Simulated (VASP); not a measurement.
# BN (P6_3/mmc) in VASP: further runs

Aim: see how the results for BN move with the level of theory and the settings. Levels: PBE, PBE-based global hybrid with 10 % exact exchange, PBE-based global hybrid with 20 % exact exchange, r2SCANh, HF. Tasks: single point.

Everything below comes from runs of VASP 6.6.1. Logs are shortened: lines on timing, memory, paths and dates and some standing lists are left out, and cuts for length are marked.

## (1) The cell of the first run

The structure is hexagonal, space group P6_3/mmc (No. 194). Conventional cell: a = 2.506 Å, b = 2.506 Å, c = 6.653 Å, α = 90.00°, β = 90.00°, γ = 120.00°. B (site symmetry -6m2) has 3 N at 1.45 Å within 1.9 Å. Within 1.9 Å of N (site symmetry -6m2) lie 3 B at 1.45 Å.

## (2) Single point, PBE

The input, INCAR:

```
ALGO = Normal
EDIFF = 1E-6
ENCUT = 520
GGA = PE
ISIF = 2
ISMEAR = 0
LASPH = T
LCHARG = F
LREAL = F
LWAVE = F
NBANDS = 16
NELM = 100
PREC = Accurate
SIGMA = 0.05
```

The input, KPOINTS:

```
k-points
0
Gamma
  6 6 2
```

The input, POSCAR:

```
BN
1.0
    2.5055553615      0.0000000001      0.0000000000
   -1.2527776808      2.1698745936      0.0000000000
    0.0000000000      0.0000000000      6.6528827690
B N
2 2
Direct
    0.3333333333      0.6666666667      0.2500000000
    0.6666666667      0.3333333333      0.7500000000
    0.3333333333      0.6666666667      0.7500000000
    0.6666666667      0.3333333333      0.2500000000
```

Potentials or basis: VASP PAW PBE potentials, release 64 (B, N).

Started as:

```bash
> cat potpaw_PBE.64/B/POTCAR potpaw_PBE.64/N/POTCAR > POTCAR
> mpirun -np 1 vasp_std > vasp.out
```

OUTCAR:

```text
EDIFF = 1E-6
   ENCUT = 520
   GGA = PE
   ISIF = 2
   ISMEAR = 0
   LASPH = T
   LREAL = F
   NELM = 100
   PREC = Accurate

 ion  position               nearest neighbor table
   1  0.333  0.667  0.250-   4 1.45   4 1.45   4 1.45
   2  0.667  0.333  0.750-   3 1.45   3 1.45   3 1.45
   3  0.333  0.667  0.750-   2 1.45   2 1.45   2 1.45
   4  0.667  0.333  0.250-   1 1.45   1 1.45   1 1.45

  LATTYP: Found a hexagonal cell.
 ALAT       =     2.5055553615
 C/A-ratio  =     2.6552527520

  Lattice vectors:

 A1 = (   2.5055553615,   0.0000000001,   0.0000000000)
 A2 = (  -1.2527776808,   2.1698745936,   0.0000000000)
 A3 = (   0.0000000000,   0.0000000000,   6.6528827690)

Analysis of symmetry for initial positions (statically):
=====================================================================
 Subroutine PRICEL returns:
 Original cell was already a primitive cell.

 Routine SETGRP: Setting up the symmetry group for a
 hexagonal supercell.

 Subroutine GETGRP returns: Found 24 space group operations
 (whereof 12 operations were pure point group operations)
 out of a pool of 24 trial point group operations.

The static configuration has the point symmetry D_3d.
 The point group associated with its full space group is D_6h.

Analysis of symmetry for dynamics (positions and initial velocities):
=====================================================================
 Subroutine PRICEL returns:
 Original cell was already a primitive cell.

 Routine SETGRP: Setting up the symmetry group for a
 hexagonal supercell.

 Subroutine GETGRP returns: Found 24 space group operations
 (whereof 12 operations were pure point group operations)
 out of a pool of 24 trial point group operations.

The dynamic configuration has the point symmetry D_3d.
 The point group associated with its full space group is D_6h.

 Subroutine INISYM returns: Found 24 space group operations
 (whereof 12 operations are pure point group operations),
 and found     1 'primitive' translations

----------------------------------------------------------------------------------------

                                     Primitive cell

  volume of cell :      36.1700

  direct lattice vectors                    reciprocal lattice vectors
     2.505555361  0.000000000  0.000000000     0.399113113  0.230428063  0.000000000
    -1.252777681  2.169874594  0.000000000    -0.000000000  0.460856126  0.000000000
     0.000000000  0.000000000  6.652882769     0.000000000  0.000000000  0.150310780

  length of vectors
     2.505555361  2.505555361  6.652882769     0.460856126  0.460856126  0.150310780

  position of ions in fractional coordinates (direct lattice)
     0.333333333  0.666666667  0.250000000
     0.666666667  0.333333333  0.750000000
     0.333333333  0.666666667  0.750000000
     0.666666667  0.333333333  0.250000000

  ion indices of the primitive-cell ions
   primitive index   ion index
                 1           1
                 2           2
                 3           3
                 4           4

----------------------------------------------------------------------------------------

 KPOINTS: k-points

Automatic generation of k-mesh.
 Grid dimensions read from file:
 generate k-points for:    6    6    2

 Generating k-lattice:

  Cartesian coordinates                     Fractional coordinates (reciprocal lattice)
     0.066518852  0.038404677  0.000000000     0.166666667  0.000000000  0.000000000
    -0.000000000  0.076809354  0.000000000     0.000000000  0.166666667  0.000000000
     0.000000000  0.000000000  0.075155390     0.000000000  0.000000000  0.500000000

  Length of vectors
     0.076809354  0.076809354  0.075155390

  Shift w.r.t. Gamma in fractional coordinates (k-lattice)
     0.000000000  0.000000000  0.000000000

 Subroutine IBZKPT returns following result:
 ===========================================

 Found     14 irreducible k-points:

 Following reciprocal coordinates:
            Coordinates               Weight
  0.000000  0.000000  0.000000      1.000000
  0.166667 -0.000000  0.000000      6.000000
  0.333333 -0.000000  0.000000      6.000000
  0.500000  0.000000  0.000000      3.000000
  0.166667  0.166667  0.000000      6.000000
  0.333333  0.166667  0.000000     12.000000
  0.333333  0.333333  0.000000      2.000000
  0.000000  0.000000  0.500000      1.000000
  0.166667 -0.000000  0.500000      6.000000
  0.333333 -0.000000  0.500000      6.000000
  0.500000  0.000000  0.500000      3.000000
  0.166667  0.166667  0.500000      6.000000
  0.333333  0.166667  0.500000     12.000000
  0.333333  0.333333  0.500000      2.000000
   k-points           NKPTS =     14   k-points in BZ     NKDIM =     14   number of bands    NBANDS=     16
   number of dos      NEDOS =    301   number of ions     NIONS =      4
   total plane-waves  NPLWV =  20000
   dimension x,y,z NGX =    20 NGY =   20 NGZ =   50
   dimension x,y,z NGXF=    40 NGYF=   40 NGZF=  100
   ions per type =               2   2
   NGX,Y,Z   is equivalent  to a cutoff of  13.27, 13.27, 12.49 a.u.
   NGXF,Y,Z  is equivalent  to a cutoff of  26.54, 26.54, 24.99 a.u.
 SYSTEM =  unknown system
   PREC   = accura    normal or accurate (medium, high low for compatibility)
   ISTART =      0    job   : 0-new  1-cont  2-samecut
   ICHARG =      2    charge: 1-file 2-atom 10-const
   ISPIN  =      1    spin polarized calculation?
   LNONCOLLINEAR =      F non collinear calculations
   LSORBIT =      F    spin-orbit coupling
   LASPH  =      T    aspherical Exc in radial PAW
   ENCUT  =  520.0 eV  38.22 Ry    6.18 a.u.   4.66  4.66 12.37*2*pi/ulx,y,z
   NELM   =    100;   NELMIN=  2; NELMDL= -5     # of ELM steps
   EDIFF  = 0.1E-05   stopping-criterion for ELM
   LREAL  =      F    real-space projection
   EDIFFG = 0.1E-04   stopping-criterion for IOM
   NSW    =      0    number of steps for IOM
   IBRION =     -1    ionic relax: 0-MD 1-quasi-New 2-CG
   NFREE  =      0    steps in history (QN), initial steepest desc. (CG)
   ISIF   =      2    stress and relaxation
   ISYM   =      2    0-nonsym 1-usesym 2-fastsym
   POTIM  = 0.5000    time-step for ionic-motion
   TEBEG  =    0.0;   TEEND  =   0.0 temperature during run
   PSTRESS=    0.0 pullay stress
   NELECT =      16.0000    total number of electrons
   NUPDOWN=      -1.0000    fix difference up-down
   EMIN   =  10.00;   EMAX   =-10.00  energy-range for DOS
   EFERMI =   0.00;   METHOD = LEGACY
   ISMEAR =     0;   SIGMA  =   0.05  broadening in eV -4-tet -1-fermi 0-gaus
   EFERMI_NEDOS =   21; number of points for ismear=-14 and -15
   IALGO  =     38    algorithm
   IMIX   =      4    mixing-type and parameters
     AMIX     =   0.40;   BMIX     =  1.00
     AMIX_MAG =   1.60;   BMIX_MAG =  1.00
  volume/ion in A,a.u.               =       9.04        61.02
  Fermi-wavevector in a.u.,A,eV,Ry     =   1.247380  2.357206 21.170067  1.555956
  Thomas-Fermi vector in A             =   2.381514
   LORBIT       =      0    0 simple, 1 ext, 2 COOP (PROOUT), +10 PAW based schemes
   GGA     = PE    functional components
   LHFCALC =     F    Hartree Fock is set to
   AEXX    =    0.0000 exact exchange contribution
   IVDW    =     0    specifies the selected vdW correction
   LEPSILON=     F    determine dielectric tensor
   LRPA    =     F    only Hartree local field effects (RPA)
 non-spin polarized calculation
 Gauss-broadening in eV      SIGMA  =   0.05
  energy-cutoff  :      520.00
  volume of cell :       36.17
 maximum number of plane-waves:       992
 NGX is ok and might be reduce to    20
   NGX =  9   NGY =  9   NGZ = 25

 number of electron      15.9999998 magnetization

 Free energy of the ion-electron system (eV)
  ---------------------------------------------------
  ext. energy  EPLUGINS =         0.00000000
  ---------------------------------------------------
  free energy    TOTEN  =       -35.15356340 eV

  energy without entropy =      -35.15356340  energy(sigma->0) =      -35.15356340

 E-fermi :   2.4800     XC(G=0): -10.0533

 val. band max:        2.2502016860   @ k =   0.3333   0.3333   0.5000
 cond. band min:       6.5263782665   @ k =   0.5000   0.0000   0.0000
 fundamental gap:      4.2761765805
 Fermi energy:         2.4800121441

 k-point     1 :       0.0000    0.0000    0.0000
  band No.  band energies     occupation
      1     -15.5348      2.00000
      2     -15.2444      2.00000
      3      -3.9456      2.00000
      4      -1.8379      2.00000
      5       0.9182      2.00000
      6       0.9182      2.00000
[... 8 lines left out ...]
     15      14.4404      0.00000
     16      15.2545      0.00000

 k-point     2 :       0.1667   -0.0000    0.0000
  band No.  band energies     occupation
      1     -14.9988      2.00000
      2     -14.7269      2.00000
      3      -3.2071      2.00000
      4      -1.1789      2.00000
      5      -1.0540      2.00000
      6      -1.0151      2.00000
[... 8 lines left out ...]
     15      16.0598      0.00000
     16      16.1004      0.00000

 k-point     3 :       0.3333   -0.0000    0.0000
  band No.  band energies     occupation
      1     -13.5521      2.00000
      2     -13.3442      2.00000
      3      -4.6393      2.00000
      4      -4.5594      2.00000
      5      -1.3345      2.00000
      6      -1.2741      2.00000
[... 8 lines left out ...]
     15      17.9603      0.00000
     16      20.7824      0.00000

 k-point     4 :       0.5000    0.0000    0.0000
  band No.  band energies     occupation
      1     -12.3428      2.00000
      2     -12.2724      2.00000
      3      -6.6431      2.00000
      4      -6.5790      2.00000
      5      -1.8887      2.00000
      6      -1.8246      2.00000
[... 8 lines left out ...]
     15      17.4917      0.00000
     16      20.9971      0.00000
[... 134 lines left out ...]
 k-point    12 :       0.1667    0.1667    0.5000
  band No.  band energies     occupation
      1     -13.8816      2.00000
      2     -13.8816      2.00000
      3      -3.2513      2.00000
      4      -3.2513      2.00000
      5      -1.6526      2.00000
      6      -1.6526      2.00000
[... 8 lines left out ...]
     15      17.1516      0.00000
     16      17.1516      0.00000

 k-point    13 :       0.3333    0.1667    0.5000
  band No.  band energies     occupation
      1     -12.3994      2.00000
      2     -12.3994      2.00000
      3      -5.7907      2.00000
      4      -5.7907      2.00000
      5      -3.0360      2.00000
      6      -3.0360      2.00000
[... 8 lines left out ...]
     15      18.3902      0.00000
     16      18.3902      0.00000

 k-point    14 :       0.3333    0.3333    0.5000
  band No.  band energies     occupation
      1     -11.7256      2.00000
      2     -11.7256      2.00000
      3      -5.6301      2.00000
      4      -5.6301      2.00000
      5      -4.8974      2.00000
      6      -4.8974      2.00000
[... 8 lines left out ...]
     15      19.8484      0.00000
     16      19.8484      0.00000

------------------------ aborting loop because EDIFF is reached ----------------------------------------

  FORCE on cell =-STRESS in cart. coord.  units (eV):
  Direction    XX          YY          ZZ          XY          YZ          ZX
  --------------------------------------------------------------------------------------
  -------------------------------------------------------------------------------------
  Total        0.6852483      0.6852483      0.6322753      0.0000000     -0.0000000     -0.0000000
  in kB       30.3535898     30.3535898     28.0071096      0.0000000     -0.0000000     -0.0000000
  external PRESSURE =      29.5714297 kB  Pullay stress =       0.0000000 kB

 VOLUME and BASIS-vectors are now :
 -----------------------------------------------------------------------------
  energy-cutoff  :      520.00
  volume of cell :       36.17
      direct lattice vectors                 reciprocal lattice vectors
     2.505555361  0.000000000  0.000000000     0.399113113  0.230428063  0.000000000
    -1.252777681  2.169874594  0.000000000    -0.000000000  0.460856126  0.000000000
     0.000000000  0.000000000  6.652882769     0.000000000  0.000000000  0.150310780

 POSITION                                       TOTAL-FORCE (eV/Angst)
 -----------------------------------------------------------------------------------
     -0.00000      1.44658      1.66322        -0.000000     -0.000000      0.000000
      1.25278      0.72329      4.98966         0.000000      0.000000      0.000000
     -0.00000      1.44658      4.98966        -0.000000      0.000000      0.000000
      1.25278      0.72329      1.66322         0.000000     -0.000000      0.000000
 -----------------------------------------------------------------------------------
    total drift:                                0.000000     -0.000000      0.000000

  FREE ENERGIE OF THE ION-ELECTRON SYSTEM (eV)
  ---------------------------------------------------
  free  energy   TOTEN  =       -35.1535633950 eV

  energy  without entropy=      -35.1535633950  energy(sigma->0) =      -35.15356340
```

Wall time 19 s (1 thread of AMD EPYC 7R43 (Zen 3), shared host); peak memory 0.1 GiB.

What came out:

| Quantity | Value |
| --- | --- |
| Free energy | -35.1536 eV |
| Pressure | 3.0 GPa |
| Band gap on the k mesh | 4.28 eV (least direct gap 4.64 eV) |

Caveat: the k points lie up to 0.48 Å⁻¹ apart; this functional lacks dispersion, which binds layers or chains, so the pressure and a relaxed spacing across them are unreliable. PBE gaps usually lie below the measured ones, often by a third to a half.

## (3) Single point, PBE-based global hybrid with 10 % exact exchange

POSCAR is that of step 2.

The input, INCAR.step1:

```
SYSTEM = BN
PREC = Accurate ; ENCUT = 520
EDIFF = 1E-5 ; ISMEAR = 0
SIGMA = 0.05 ; LREAL = .False.
LASPH = .True. ; NELM = 60
ALGO = Normal ; ISIF = 2
LWAVE = .True. ; LCHARG = .False.
NBANDS = 16 ; GGA = PE
```

The input, INCAR.step2:

```
SYSTEM = BN
PREC = Accurate ; ENCUT = 520
EDIFF = 1E-6 ; ISMEAR = 0
SIGMA = 0.05 ; LREAL = .False.
LASPH = .True. ; NELM = 60
ALGO = Normal ; ISIF = 2
LWAVE = .False. ; LCHARG = .False.
GGA = PE ; LHFCALC = .True.
AEXX = 0.1 ; PRECFOCK = Normal
NBANDS = 16 ; ISTART = 1
```

The input, KPOINTS:

```
Automatic mesh
0
Gamma
  6 6 2
  0 0 0
```

Potentials or basis: VASP PAW PBE potentials, release 64 (B, N).

Started as:

```bash
> cat potpaw_PBE.64/B/POTCAR potpaw_PBE.64/N/POTCAR > POTCAR
> cp INCAR.step1 INCAR
> mpirun -np 1 vasp_std > vasp.out
> cp INCAR.step2 INCAR
> mpirun -np 1 vasp_std > vasp.out
```

It took 6.6 min on 1 thread of AMD EPYC 7R43 (Zen 3), shared host; peak memory 0.12 GiB.

Results (log left out):

* Free energy: -38.1594 eV
* Pressure: 0.9 GPa
* Band gap on the k mesh: 5.10 eV (least direct gap 5.50 eV)

Stress tensor (GPa, compression positive):
```
0.11 0.00 0.00
0.00 0.11 0.00
0.00 0.00 2.44
```

Levels at points of the mesh, in eV from the valence-band top:
```
           k point  band 6  band 7  band 8  band 9  band 10  band 11
(0.00, 0.00, 0.00)   -1.44   -1.40   -1.40    6.01    11.28    12.54
(0.50, 0.00, 0.00)   -4.28   -1.48   -0.45    5.10     6.52    10.43
(0.00, 0.00, 0.50)   -1.42   -1.42   -1.42    8.44     8.44    12.60
(0.50, 0.00, 0.50)   -4.31   -0.95   -0.95    5.57     5.57    10.84
```

Caveat: the k points lie up to 0.48 Å⁻¹ apart; the PAW data sets were made with another functional, which shifts forces and pressure a little. A k mesh can miss the band edges.

[end of part 1 of 2]
